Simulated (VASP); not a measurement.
# NaH (P6/mmm) in VASP: a series of runs

NaH is run at these levels: PBE; tasks: single point, relaxation of cell and atoms.

Program: VASP 6.6.1. These are calculated values, not measurements. Logs are shortened: lines on timing, memory, paths and dates and some standing lists are left out, and cuts for length are marked.

**1. The cell of the first run**

Symmetry: P6/mmm, No. 191, hexagonal system. The conventional cell has a = 5.266 Å, b = 5.266 Å, c = 2.950 Å, α = 90.00°, β = 90.00°, γ = 120.00°. Within 3.5 Å of Na (site symmetry 6/mmm) lie 6 H at 2.63 Å and 14 Na at 2.95 to 3.38 Å. Na (site symmetry -6m2) has 6 H at 2.12 Å within 2.8 Å. Within 2.8 Å of H (site symmetry mmm) lie 6 Na at 2.12 to 2.63 Å and 4 H at 2.63 Å.

The cell was generated, and may not be a known phase.

**2. Single point, PBE**

INCAR reads:

```
  PREC = Accurate
  ENCUT = 520
  EDIFF = 1E-6
  ISMEAR = 0
  SIGMA = 0.1
  LREAL = F
  LASPH = T
  NELM = 80
  ALGO = Normal
  ISIF = 2
  LWAVE = F
  LCHARG = F
  GGA = PE
  NBANDS = 21
```

KPOINTS reads:

```
regular mesh
0
Gamma
  6 6 6
```

POSCAR reads:

```
NaH
1.0
    5.2656399600      0.0000000000      0.0000000000
   -2.6328199800      4.5601779700      0.0000000000
    0.0000000000      0.0000000000      2.9498133500
Na H
3 3
Direct
    0.0000000000      0.0000000000      0.0000000000
    0.3333333300      0.6666666700      0.5000000000
    0.6666666700      0.3333333300      0.5000000000
    0.5000000000      0.0000000000      0.0000000000
    0.5000000000      0.5000000000      0.0000000000
    0.0000000000      0.5000000000      0.0000000000
```

Potentials or basis: VASP PAW PBE potentials, release 64 (Na_pv, H).

Run with:

```console
$ cat potpaw_PBE.64/Na_pv/POTCAR potpaw_PBE.64/H/POTCAR > POTCAR
$ mpirun -np 1 vasp_std > vasp.out
```

OUTCAR:

```text
PREC = Accurate
   ENCUT = 520
   EDIFF = 1E-6
   ISMEAR = 0
   LREAL = F
   LASPH = T
   NELM = 80
   ISIF = 2
   GGA = PE

 ion  position               nearest neighbor table
   1  0.000  0.000  0.000-
   2  0.333  0.667  0.500-
   3  0.667  0.333  0.500-
   4  0.500  0.000  0.000-
   5  0.500  0.500  0.000-
   6  0.000  0.500  0.000-

  LATTYP: Found a hexagonal cell.
 ALAT       =     5.2656399600
 C/A-ratio  =     0.5602003503

  Lattice vectors:

 A1 = (   5.2656399600,   0.0000000000,   0.0000000000)
 A2 = (  -2.6328199800,   4.5601779700,   0.0000000000)
 A3 = (   0.0000000000,   0.0000000000,   2.9498133500)

Analysis of symmetry for initial positions (statically):
=====================================================================
 Subroutine PRICEL returns:
 Original cell was already a primitive cell.

 Routine SETGRP: Setting up the symmetry group for a
 hexagonal supercell.

 Subroutine GETGRP returns: Found 24 space group operations
 (whereof 24 operations were pure point group operations)
 out of a pool of 24 trial point group operations.

The static configuration has the point symmetry D_6h.

Analysis of symmetry for dynamics (positions and initial velocities):
=====================================================================
 Subroutine PRICEL returns:
 Original cell was already a primitive cell.

 Routine SETGRP: Setting up the symmetry group for a
 hexagonal supercell.

 Subroutine GETGRP returns: Found 24 space group operations
 (whereof 24 operations were pure point group operations)
 out of a pool of 24 trial point group operations.

The dynamic configuration has the point symmetry D_6h.

 Subroutine INISYM returns: Found 24 space group operations
 (whereof 24 operations are pure point group operations),
 and found     1 'primitive' translations

----------------------------------------------------------------------------------------

                                     Primitive cell

  volume of cell :      70.8317
[... 91 lines left out ...]
   ISPIN  =      1    spin polarized calculation?
   LNONCOLLINEAR =      F non collinear calculations
   LSORBIT =      F    spin-orbit coupling
   LASPH  =      T    aspherical Exc in radial PAW
   ENCUT  =  520.0 eV  38.22 Ry    6.18 a.u.   9.79  9.79  5.48*2*pi/ulx,y,z
   NELM   =     80;   NELMIN=  2; NELMDL= -5     # of ELM steps
   EDIFF  = 0.1E-05   stopping-criterion for ELM
   LREAL  =      F    real-space projection
   EDIFFG = 0.1E-04   stopping-criterion for IOM
   NSW    =      0    number of steps for IOM
   IBRION =     -1    ionic relax: 0-MD 1-quasi-New 2-CG
   NFREE  =      0    steps in history (QN), initial steepest desc. (CG)
   ISIF   =      2    stress and relaxation
   ISYM   =      2    0-nonsym 1-usesym 2-fastsym
   POTIM  = 0.5000    time-step for ionic-motion
   TEBEG  =    0.0;   TEEND  =   0.0 temperature during run
   PSTRESS=    0.0 pullay stress
   NELECT =      24.0000    total number of electrons
   NUPDOWN=      -1.0000    fix difference up-down
   EMIN   =  10.00;   EMAX   =-10.00  energy-range for DOS
   EFERMI =   0.00;   METHOD = LEGACY
   ISMEAR =     0;   SIGMA  =   0.10  broadening in eV -4-tet -1-fermi 0-gaus
   EFERMI_NEDOS =   21; number of points for ismear=-14 and -15
   IALGO  =     38    algorithm
   IMIX   =      4    mixing-type and parameters
     AMIX     =   0.40;   BMIX     =  1.00
     AMIX_MAG =   1.60;   BMIX_MAG =  1.00
  volume/ion in A,a.u.               =      11.81        79.67
  Fermi-wavevector in a.u.,A,eV,Ry     =   1.141308  2.156759 17.722721  1.302583
  Thomas-Fermi vector in A             =   2.278008
   LORBIT       =      0    0 simple, 1 ext, 2 COOP (PROOUT), +10 PAW based schemes
   GGA     = PE    functional components
   LHFCALC =     F    Hartree Fock is set to
   AEXX    =    0.0000 exact exchange contribution
   IVDW    =     0    specifies the selected vdW correction
   LEPSILON=     F    determine dielectric tensor
   LRPA    =     F    only Hartree local field effects (RPA)
 non-spin polarized calculation
 Gauss-broadening in eV      SIGMA  =   0.10
  energy-cutoff  :      520.00
  volume of cell :       70.83
 maximum number of plane-waves:      1938
 NGX is ok and might be reduce to    40
   NGX = 19   NGY = 19   NGZ = 11

 number of electron      24.0000009 magnetization

 Free energy of the ion-electron system (eV)
  ---------------------------------------------------
  ext. energy  EPLUGINS =         0.00000000
  ---------------------------------------------------
  free energy    TOTEN  =       -13.49336021 eV

  energy without entropy =      -13.49336021  energy(sigma->0) =      -13.49336021

 E-fermi :   1.2396     XC(G=0):  -8.3554

 val. band max:        0.7989593485   @ k =   0.0000   0.0000   0.5000
 cond. band min:       2.0566846864   @ k =   0.5000   0.0000   0.0000
 fundamental gap:      1.2577253379
 Fermi energy:         1.2395794655

 k-point     1 :       0.0000    0.0000    0.0000
  band No.  band energies     occupation
      1     -23.9788      2.00000
      2     -23.8552      2.00000
      3     -23.8552      2.00000
      4     -21.6508      2.00000
      5     -21.6508      2.00000
      6     -21.5401      2.00000
[... 565 lines left out ...]
     20      11.0257      0.00000
     21      12.9519      0.00000

 [... further k-points ...]

------------------------ aborting loop because EDIFF is reached ----------------------------------------

  FORCE on cell =-STRESS in cart. coord.  units (eV):
  Direction    XX          YY          ZZ          XY          YZ          ZX
  --------------------------------------------------------------------------------------
  -------------------------------------------------------------------------------------
  Total        3.4044528      3.4044528      5.0242331      0.0000000      0.0000000     -0.0000000
  in kB       77.0070361     77.0070360    113.6456656      0.0000000      0.0000000     -0.0000000
  external PRESSURE =      89.2199126 kB  Pullay stress =       0.0000000 kB

 VOLUME and BASIS-vectors are now :
 -----------------------------------------------------------------------------
  energy-cutoff  :      520.00
  volume of cell :       70.83
      direct lattice vectors                 reciprocal lattice vectors
     5.265639960  0.000000000  0.000000000     0.189910440  0.109644844  0.000000000
    -2.632819980  4.560177970  0.000000000     0.000000000  0.219289687  0.000000000
     0.000000000  0.000000000  2.949813350     0.000000000  0.000000000  0.339004500

 POSITION                                       TOTAL-FORCE (eV/Angst)
 -----------------------------------------------------------------------------------
      0.00000      0.00000      0.00000         0.000000     -0.000000      0.000000
     -0.00000      3.04012      1.47491         0.000000      0.000000      0.000000
      2.63282      1.52006      1.47491        -0.000000     -0.000000      0.000000
      2.63282      0.00000      0.00000        -0.000000     -0.000000      0.000000
      1.31641      2.28009      0.00000        -0.000000     -0.000000      0.000000
     -1.31641      2.28009      0.00000         0.000000     -0.000000      0.000000
 -----------------------------------------------------------------------------------
    total drift:                                0.000000     -0.000000      0.000000

  FREE ENERGIE OF THE ION-ELECTRON SYSTEM (eV)
  ---------------------------------------------------
  free  energy   TOTEN  =       -13.4933602075 eV

  energy  without entropy=      -13.4933602075  energy(sigma->0) =      -13.49336021
```

OSZICAR:

```text
N       E                     dE             d eps       ncg     rms          rms(c)
DAV:   1     0.204743726788E+03    0.20474E+03   -0.13039E+04  1192   0.132E+03
DAV:   2    -0.310098815492E+01   -0.20784E+03   -0.20332E+03  1191   0.364E+02
DAV:   3    -0.155604279003E+02   -0.12459E+02   -0.12427E+02  1404   0.988E+01
DAV:   4    -0.157586399159E+02   -0.19821E+00   -0.19818E+00  1344   0.136E+01
DAV:   5    -0.157619628573E+02   -0.33229E-02   -0.33229E-02  1346   0.176E+00    0.646E+00
DAV:   6    -0.140565656590E+02    0.17054E+01   -0.14266E+00  1390   0.719E+00    0.305E+00
DAV:   7    -0.134878224840E+02    0.56874E+00   -0.21001E+00  1359   0.578E+00    0.877E-01
DAV:   8    -0.135025443975E+02   -0.14722E-01   -0.12311E-01  1331   0.281E+00    0.370E-01
DAV:   9    -0.134933458789E+02    0.91985E-02   -0.28557E-02  1385   0.838E-01    0.948E-02
DAV:  10    -0.134933069828E+02    0.38896E-04   -0.20504E-03  1410   0.393E-01    0.308E-02
DAV:  11    -0.134933747951E+02   -0.67812E-04   -0.17972E-04  1296   0.715E-02    0.248E-02
DAV:  12    -0.134933603789E+02    0.14416E-04   -0.56206E-05  1371   0.341E-02    0.550E-03
DAV:  13    -0.134933602075E+02    0.17140E-06   -0.69880E-06  1141   0.959E-03
   1 F= -.13493360E+02 E0= -.13493360E+02  d E =-.209244E-11
```

stdout:

```text
POSCAR found type information on POSCAR NaH
 POSCAR found :  2 types and       6 ions
 scaLAPACK will be used
 LDA part: xc-table for (Slater+PW92), standard interpolation
 POSCAR, INCAR and KPOINTS ok, starting setup
 FFT: planning ... GRIDC
 FFT: planning ... GRID_SOFT
 FFT: planning ... GRID
 WAVECAR not read
 entering main loop
```

It took 16 s on 1 thread of Intel Xeon 6975P-C (Granite Rapids), shared host; peak memory 0.19 GiB.

What came out:

```
Free energy            : -13.4934 eV
Pressure               : 8.9 GPa
Band gap on the k mesh : 1.26 eV (least direct gap 1.48 eV)
```

Caveat: the cell stands under pressure. A k mesh can miss the band edges.

**3. Single point, PBE**

This run uses another cell than the first one, of 15.29 Å³/atom.

INCAR reads:

```
SYSTEM = NaH
ALGO = Normal
EDIFF = 1E-6
ENCUT = 520
GGA = PE
ISIF = 2
ISMEAR = 0
LASPH = .True.
LCHARG = .False.
LREAL = .False.
LWAVE = .False.
NBANDS = 21
NELM = 80
PREC = Accurate
SIGMA = 0.1
```

KPOINTS reads:

```
k-points
0
Gamma
  6 6 6
  0 0 0
```

POSCAR reads:

```
NaH
1.0
    5.7006369868      0.0000000000      0.0000000000
   -2.8503184934      4.9368964483      0.0000000000
    0.0000000000      0.0000000000      3.2601698844
Na H
3 3
Direct
    0.0000000000      0.0000000000      0.0000000000
    0.3333333333      0.6666666667      0.5000000000
    0.6666666667      0.3333333333      0.5000000000
    0.5000000000      0.0000000000      0.0000000000
    0.5000000000      0.5000000000      0.0000000000
    0.0000000000      0.5000000000      0.0000000000
```

Potentials or basis: VASP PAW PBE potentials, release 64 (Na_pv, H).

Run with:

```console
$ cat potpaw_PBE.64/Na_pv/POTCAR potpaw_PBE.64/H/POTCAR > POTCAR
$ mpirun -np 1 vasp_std > vasp.out
```

Run time: 21 s. Hardware: 1 thread of Intel Xeon 6975P-C (Granite Rapids), shared host; peak memory 0.2 GiB.

The run converged. Its results:

```
Free energy            : -14.0028 eV
Pressure               : 0.2 GPa
Band gap on the k mesh : 1.15 eV (least direct gap 1.27 eV)
```

Stress tensor (GPa, compression positive):
```
0.23 0.00 0.00
0.00 0.23 0.00
0.00 0.00 0.14
```

Levels at points of the mesh, in eV from the valence-band top:
```
           k point  band 8  band 9  band 10  band 11  band 12  band 13  band 14  band 15  band 16  band 17
(0.00, 0.00, 0.00)  -22.54  -22.53    -4.42    -0.97    -0.97     2.76     3.22     3.22     4.77    10.60
(0.50, 0.00, 0.00)  -22.53  -22.53    -3.37    -2.78    -1.21     1.15     4.97     6.79     7.35     7.46
(0.00, 0.00, 0.50)  -22.62  -22.60    -2.53     0.00     0.00     1.27     6.37     6.37     6.50     6.50
(0.50, 0.00, 0.50)  -22.61  -22.61    -1.77    -1.19    -0.12     2.46     3.11     5.00     5.27     6.41
```

**4. Single point, PBE**

This run uses another cell than the first one, of 15.47 Å³/atom.

INCAR reads:

```
PREC     = Accurate       # precision mode
ENCUT    = 520            # plane-wave cutoff, eV
EDIFF    = 1E-6           # SCF threshold, eV
ISMEAR   = 0              # smearing method
SIGMA    = 0.02           # smearing width, eV
LREAL    = False          # projectors in reciprocal space
LASPH    = True           # aspherical terms in the spheres
NELM     = 60             # most SCF steps
ALGO     = Normal         # electronic algorithm
ISIF     = 2              # what is computed and relaxed
LWAVE    = False          # write WAVECAR
LCHARG   = True           # write CHGCAR
GGA      = PE             # functional
LELF     = True           # ELF
LVHAR    = True         
NBANDS   = 21             # bands
```

KPOINTS reads:

```
Automatic mesh
0
Gamma
  6 6 8
```

POSCAR, as its differences from that of step 3:

```diff
@@ -2,5 +2,5 @@
 1.0
-    5.7006369868      0.0000000000      0.0000000000
-   -2.8503184934      4.9368964483      0.0000000000
-    0.0000000000      0.0000000000      3.2601698844
+    5.7276890626      0.0000000000      0.0000000000
+   -2.8638445313      4.9603242332      0.0000000000
+    0.0000000000      0.0000000000      3.2671916200
 Na H
```

Run with:

```console
$ cat potpaw_PBE.64/Na_pv/POTCAR potpaw_PBE.64/H/POTCAR > POTCAR
$ mpirun -np 1 vasp_std > vasp.out
```

Wall time 26 s (1 thread of Intel Xeon 6975P-C (Granite Rapids), shared host); peak memory 0.23 GiB.

Results (log left out):

| Item | Value |
| --- | --- |
| Free energy | -14.0045 eV |
| Pressure | 0.0 GPa |
| Band gap on the k mesh | 1.13 eV (least direct gap 1.28 eV) |

Levels at points of the mesh, in eV from the valence-band top:
```csv
k point,band 8,band 9,band 10,band 11,band 12,band 13,band 14,band 15,band 16,band 17
"(0.00, 0.00, 0.00)",-22.55,-22.54,-4.38,-0.97,-0.97,2.73,3.20,3.20,4.73,10.54
"(0.50, 0.00, 0.00)",-22.54,-22.54,-3.34,-2.76,-1.20,1.13,4.93,6.73,7.29,7.41
"(0.00, 0.00, 0.50)",-22.63,-22.61,-2.50,0.00,0.00,1.28,6.34,6.34,6.47,6.47
"(0.50, 0.00, 0.50)",-22.62,-22.61,-1.75,-1.17,-0.12,2.45,3.10,4.96,5.25,6.37
```

(Continued in part 2 of 2.)
